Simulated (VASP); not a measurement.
# SrO (R-3m) in VASP: single point with HSE06

Aim: the single point of SrO with HSE06.

Program: VASP 6.6.1. These are calculated values, not measurements. Logs are shortened: lines on timing, memory, paths and dates and some standing lists are left out, and cuts for length are marked.

## (1) The cell of the first run

Symmetry: R-3m, No. 166, trigonal system. Conventional cell: a = 3.612 Å, b = 3.612 Å, c = 8.995 Å, α = 90.00°, β = 90.00°, γ = 120.00°. Sr (site symmetry -3m) has 6 O at 2.57 Å within 3.4 Å. O (site symmetry -3m) has 6 Sr at 2.57 Å within 3.4 Å.

## (2) Single point, HSE06 (epitaxial 111 strain -1.0%)

Input file POSCAR:

```
SrO
1.0
    0.0284220199      2.5825154231      2.5825154231
    2.5825154231      0.0284220199      2.5825154231
    2.5825154231      2.5825154231      0.0284220199
Sr O
1 1
Direct
    0.0000000000      0.0000000000      0.0000000000
    0.5000000000      0.5000000000      0.5000000000
```

Input file INCAR.step1:

```
SYSTEM = SrO
PREC = Accurate
ENCUT = 520
EDIFF = 1E-5
ISMEAR = 0
SIGMA = 0.01
LREAL = .FALSE.
LASPH = .TRUE.
NELM = 80
ALGO = Normal
ISIF = 2
LWAVE = .TRUE.
LCHARG = .FALSE.
NBANDS = 15
GGA = PE
```

Input file INCAR.step2:

```
SYSTEM = SrO
PREC = Accurate
ENCUT = 520
EDIFF = 1E-6
ISMEAR = 0
SIGMA = 0.01
LREAL = .FALSE.
LASPH = .TRUE.
NELM = 80
ALGO = Normal
ISIF = 2
LWAVE = .FALSE.
LCHARG = .FALSE.
GGA = PE
LHFCALC = .TRUE.
HFSCREEN = 0.2079
PRECFOCK = Normal
NBANDS = 15
ISTART = 1
```

Input file KPOINTS:

```
Automatic mesh
0
G
  6 6 6
  0 0 0
```

Potentials or basis: VASP PAW PBE potentials, release 64 (Sr_sv, O).

On the command line:

```sh
> cat potpaw_PBE.64/Sr_sv/POTCAR potpaw_PBE.64/O/POTCAR > POTCAR
> cp INCAR.step1 INCAR
> mpirun -np 1 vasp_std > vasp.out
> cp INCAR.step2 INCAR
> mpirun -np 1 vasp_std > vasp.out
```

OUTCAR:

```text
SYSTEM = SrO
   PREC = Accurate
   ENCUT = 520
   EDIFF = 1E-6
   ISMEAR = 0
   LREAL = .FALSE.
   LASPH = .TRUE.
   NELM = 80
   ISIF = 2
   GGA = PE
   LHFCALC = .TRUE.
   HFSCREEN = 0.2079
   PRECFOCK = Normal
   ISTART = 1

 ion  position               nearest neighbor table
   1  0.000  0.000  0.000-   2 2.57   2 2.57   2 2.57   2 2.57   2 2.57   2 2.57
   2  0.500  0.500  0.500-   1 2.57   1 2.57   1 2.57   1 2.57   1 2.57   1 2.57

  LATTYP: Found a trigonal (rhomboedric) cell.
 ALAT       =     3.6523389263
 COS(alpha) =     0.5109746115

  Lattice vectors:

 A1 = (   0.0284220199,   2.5825154231,   2.5825154231)
 A2 = (   2.5825154231,   0.0284220199,   2.5825154231)
 A3 = (   2.5825154231,   2.5825154231,   0.0284220199)

Analysis of symmetry for initial positions (statically):
=====================================================================
 Subroutine PRICEL returns:
 Original cell was already a primitive cell.

 Routine SETGRP: Setting up the symmetry group for a
 trigonal (rhombohedral) supercell.

 Subroutine GETGRP returns: Found 12 space group operations
 (whereof 12 operations were pure point group operations)
 out of a pool of 12 trial point group operations.

The static configuration has the point symmetry D_3d.

Analysis of symmetry for dynamics (positions and initial velocities):
=====================================================================
 Subroutine PRICEL returns:
 Original cell was already a primitive cell.

 Routine SETGRP: Setting up the symmetry group for a
 trigonal (rhombohedral) supercell.

 Subroutine GETGRP returns: Found 12 space group operations
 (whereof 12 operations were pure point group operations)
 out of a pool of 12 trial point group operations.

The dynamic configuration has the point symmetry D_3d.

 Subroutine INISYM returns: Found 12 space group operations
 (whereof 12 operations are pure point group operations),
 and found     1 'primitive' translations

----------------------------------------------------------------------------------------

                                     Primitive cell

  volume of cell :      33.8789

  direct lattice vectors                    reciprocal lattice vectors
     0.028422020  2.582515423  2.582515423    -0.196835531  0.194692828  0.194692828
     2.582515423  0.028422020  2.582515423     0.194692828 -0.196835531  0.194692828
     2.582515423  2.582515423  0.028422020     0.194692828  0.194692828 -0.196835531

  length of vectors
     3.652338926  3.652338926  3.652338926     0.338459482  0.338459482  0.338459482

  position of ions in fractional coordinates (direct lattice)
     0.000000000  0.000000000  0.000000000
     0.500000000  0.500000000  0.500000000

  ion indices of the primitive-cell ions
   primitive index   ion index
                 1           1
                 2           2

----------------------------------------------------------------------------------------

 KPOINTS: Automatic mesh

Automatic generation of k-mesh.
 Grid dimensions read from file:
 generate k-points for:    6    6    6

 Generating k-lattice:

  Cartesian coordinates                     Fractional coordinates (reciprocal lattice)
    -0.032805922  0.032448805  0.032448805     0.166666667 -0.000000000 -0.000000000
     0.032448805 -0.032805922  0.032448805    -0.000000000  0.166666667 -0.000000000
     0.032448805  0.032448805 -0.032805922    -0.000000000 -0.000000000  0.166666667

  Length of vectors
     0.056409914  0.056409914  0.056409914

  Shift w.r.t. Gamma in fractional coordinates (k-lattice)
     0.000000000  0.000000000  0.000000000

 Subroutine IBZKPT returns following result:
 ===========================================

 Found     32 irreducible k-points:

 Following reciprocal coordinates:
            Coordinates               Weight
  0.000000  0.000000  0.000000      1.000000
  0.166667  0.000000  0.000000      6.000000
  0.333333 -0.000000 -0.000000      6.000000
  0.500000  0.000000 -0.000000      3.000000
  0.166667  0.166667  0.000000      6.000000
  0.333333  0.166667 -0.000000     12.000000
[... 16 lines left out ...]
  0.500000  0.500000  0.166667      6.000000
 -0.333333  0.500000  0.166667     12.000000
 [... further k-points ...]
   k-points           NKPTS =     32   k-points in BZ     NKDIM =    216   number of bands    NBANDS=     15
   number of dos      NEDOS =    301   number of ions     NIONS =      2
   total plane-waves  NPLWV =  21952
   dimension x,y,z NGX =    28 NGY =   28 NGZ =   28
   dimension x,y,z NGXF=    56 NGYF=   56 NGZF=   56
   ions per type =               1   1
   NGX,Y,Z   is equivalent  to a cutoff of  12.74, 12.74, 12.74 a.u.
   NGXF,Y,Z  is equivalent  to a cutoff of  25.49, 25.49, 25.49 a.u.
 SYSTEM =  SrO
   PREC   = accura    normal or accurate (medium, high low for compatibility)
   ISTART =      1    job   : 0-new  1-cont  2-samecut
   ICHARG =      0    charge: 1-file 2-atom 10-const
   ISPIN  =      1    spin polarized calculation?
   LNONCOLLINEAR =      F non collinear calculations
   LSORBIT =      F    spin-orbit coupling
   LASPH  =      T    aspherical Exc in radial PAW
   ENCUT  =  520.0 eV  38.22 Ry    6.18 a.u.   6.79  6.79  6.79*2*pi/ulx,y,z
   NELM   =     80;   NELMIN=  2; NELMDL=  0     # of ELM steps
   EDIFF  = 0.1E-05   stopping-criterion for ELM
   LREAL  =      F    real-space projection
   EDIFFG = 0.1E-04   stopping-criterion for IOM
   NSW    =      0    number of steps for IOM
   IBRION =     -1    ionic relax: 0-MD 1-quasi-New 2-CG
   NFREE  =      0    steps in history (QN), initial steepest desc. (CG)
   ISIF   =      2    stress and relaxation
   ISYM   =      3    0-nonsym 1-usesym 2-fastsym
   POTIM  = 0.5000    time-step for ionic-motion
   TEBEG  =    0.0;   TEEND  =   0.0 temperature during run
   PSTRESS=    0.0 pullay stress
   NELECT =      16.0000    total number of electrons
   NUPDOWN=      -1.0000    fix difference up-down
   EMIN   =  10.00;   EMAX   =-10.00  energy-range for DOS
   EFERMI =   0.00;   METHOD = LEGACY
   ISMEAR =     0;   SIGMA  =   0.01  broadening in eV -4-tet -1-fermi 0-gaus
   EFERMI_NEDOS =   21; number of points for ismear=-14 and -15
   IALGO  =     38    algorithm
   IMIX   =      1    mixing-type and parameters
     AMIX     =   0.40;   BMIX     =  1.00
     AMIX_MAG =   1.60;   BMIX_MAG =  1.00
  volume/ion in A,a.u.               =      16.94       114.31
  Fermi-wavevector in a.u.,A,eV,Ry     =   1.274887  2.409186 22.114039  1.625336
  Thomas-Fermi vector in A             =   2.407630
   LORBIT       =      0    0 simple, 1 ext, 2 COOP (PROOUT), +10 PAW based schemes
   GGA     = PE    functional components
   LHFCALC =     T    Hartree Fock is set to
   PRECFOCK=normal    Normal, Fast or Accurate (Low or Medium for compatibility)
   ENCUT4O =  -1.0   cutoff for four orbital integrals eV
   NKREDX  =     1    reduce k-point grid by
   NKREDY  =     1    reduce k-point grid by
   NKREDZ  =     1    reduce k-point grid by
   AEXX    =    0.2500 exact exchange contribution
   HFSCREEN=    0.2079 screening length (either q_TF or 0.3 A-1)
   HFSCREENC=   0.2079 screening length for correlation (either q_TF or 0.3 A-1)
   ENCUTFOCK=  -1.0 apply spherical cutoff to Coloumb kernel
   IVDW    =     0    specifies the selected vdW correction
   LEPSILON=     F    determine dielectric tensor
   LRPA    =     F    only Hartree local field effects (RPA)
 non-spin polarized calculation
 Gauss-broadening in eV      SIGMA  =   0.01
  energy-cutoff  :      520.00
  volume of cell :       33.88
 maximum number of plane-waves:       934
  NGX = 24; NGY = 24; NGZ = 24

 number of electron      15.9999997 magnetization

 Free energy of the ion-electron system (eV)
  ---------------------------------------------------
  ext. energy  EPLUGINS =         0.00000000
  ---------------------------------------------------
  free energy    TOTEN  =       -14.17858527 eV

  energy without entropy =      -14.17858527  energy(sigma->0) =      -14.17858527

 E-fermi :   0.7429     XC(G=0):  -8.2771

 val. band max:        0.6244141312   @ k =   0.0000   0.0000   0.0000
 cond. band min:       5.3505824979   @ k =   0.5000   0.5000   0.0000
 fundamental gap:      4.7261683667
 Fermi energy:         0.7428928922

 k-point     1 :       0.0000    0.0000    0.0000
  band No.  band energies     occupation
      1     -33.7069      2.00000
      2     -15.9548      2.00000
      3     -14.0593      2.00000
      4     -14.0481      2.00000
      5     -14.0481      2.00000
      6       0.5880      2.00000
      7       0.6244      2.00000
      8       0.6244      2.00000
      9       6.1020      0.00000
     10       8.3517      0.00000
     11       8.5612      0.00000
     12       8.5612      0.00000
     13      10.7524      0.00000
     14      10.7524      0.00000
     15      14.9175      0.00000

 k-point     2 :       0.1667    0.0000    0.0000
  band No.  band energies     occupation
      1     -33.6690      2.00000
      2     -16.3845      2.00000
      3     -14.0759      2.00000
      4     -14.0708      2.00000
      5     -13.7049      2.00000
      6      -0.1071      2.00000
      7       0.2389      2.00000
      8       0.2847      2.00000
      9       7.2858      0.00000
     10       8.2790      0.00000
     11       8.9469      0.00000
     12       9.1419      0.00000
     13      11.5019      0.00000
     14      11.5025      0.00000
     15      16.7056      0.00000
[... 365 lines left out ...]
      3     -14.7649      2.00000
      4     -14.3586      2.00000
      5     -14.0088      2.00000
      6      -0.1857      2.00000
      7       0.0765      2.00000
      8       0.2538      2.00000
      9       6.2311      0.00000
     10      10.2773      0.00000
     11      11.4929      0.00000
     12      12.7212      0.00000
     13      13.2598      0.00000
     14      14.8730      0.00000
     15      16.2670      0.00000

 k-point    24 :      -0.3333    0.5000    0.1667
  band No.  band energies     occupation
      1     -33.5111      2.00000
      2     -16.3760      2.00000
      3     -14.9313      2.00000
      4     -14.6097      2.00000
      5     -13.7927      2.00000
      6      -0.3333      2.00000
      7       0.1155      2.00000
      8       0.2673      2.00000
      9       6.7953      0.00000
     10       9.9216      0.00000
     11      10.8919      0.00000
     12      13.5913      0.00000
     13      13.7322      0.00000
     14      15.5073      0.00000
     15      16.0917      0.00000

 [... further k-points ...]

------------------------ aborting loop because EDIFF is reached ----------------------------------------

  FORCE on cell =-STRESS in cart. coord.  units (eV):
  Direction    XX          YY          ZZ          XY          YZ          ZX
  --------------------------------------------------------------------------------------
  -------------------------------------------------------------------------------------
  Total        0.3159150      0.3159150      0.3159150     -0.1382451     -0.1382451     -0.1382451
  in kB       14.9400176     14.9400176     14.9400176     -6.5377853     -6.5377853     -6.5377853
  external PRESSURE =      14.9400176 kB  Pullay stress =       0.0000000 kB

 VOLUME and BASIS-vectors are now :
 -----------------------------------------------------------------------------
  energy-cutoff  :      520.00
  volume of cell :       33.88
      direct lattice vectors                 reciprocal lattice vectors
     0.028422020  2.582515423  2.582515423    -0.196835531  0.194692828  0.194692828
     2.582515423  0.028422020  2.582515423     0.194692828 -0.196835531  0.194692828
     2.582515423  2.582515423  0.028422020     0.194692828  0.194692828 -0.196835531

 POSITION                                       TOTAL-FORCE (eV/Angst)
 -----------------------------------------------------------------------------------
      0.00000      0.00000      0.00000        -0.000000     -0.000000     -0.000000
      2.59673      2.59673      2.59673         0.000000      0.000000      0.000000
 -----------------------------------------------------------------------------------
    total drift:                               -0.000000      0.000000     -0.000000

  FREE ENERGIE OF THE ION-ELECTRON SYSTEM (eV)
  ---------------------------------------------------
  free  energy   TOTEN  =       -14.1785852651 eV

  energy  without entropy=      -14.1785852651  energy(sigma->0) =      -14.17858527
```

Run time: 1.7 h. Hardware: 1 thread of Oxide Virtual Turin-like, shared host; peak memory 0.26 GiB.

What came out:

```
Free energy            : -14.1786 eV
Pressure               : 1.5 GPa
Band gap on the k mesh : 4.73 eV (least direct gap 4.82 eV)
```

Levels at points of the mesh, in eV from the valence-band top:
```tsv
k point	band 6	band 7	band 8	band 9	band 10	band 11
(0.00, 0.00, 0.00)	-0.04	0.00	0.00	5.48	7.73	7.94
(0.50, 0.00, 0.00)	-2.29	-1.27	-1.20	8.26	10.01	10.64
(0.50, 0.50, 0.00)	-0.49	-0.12	-0.10	4.73	9.57	12.05
(0.50, 0.50, 0.50)	-2.28	-1.17	-1.17	8.20	9.98	10.64
```

Caveat: the cell differs from its parent crystal (epitaxial 111 strain -1.0%); the PAW data sets were made with another functional, which shifts forces and pressure a little.
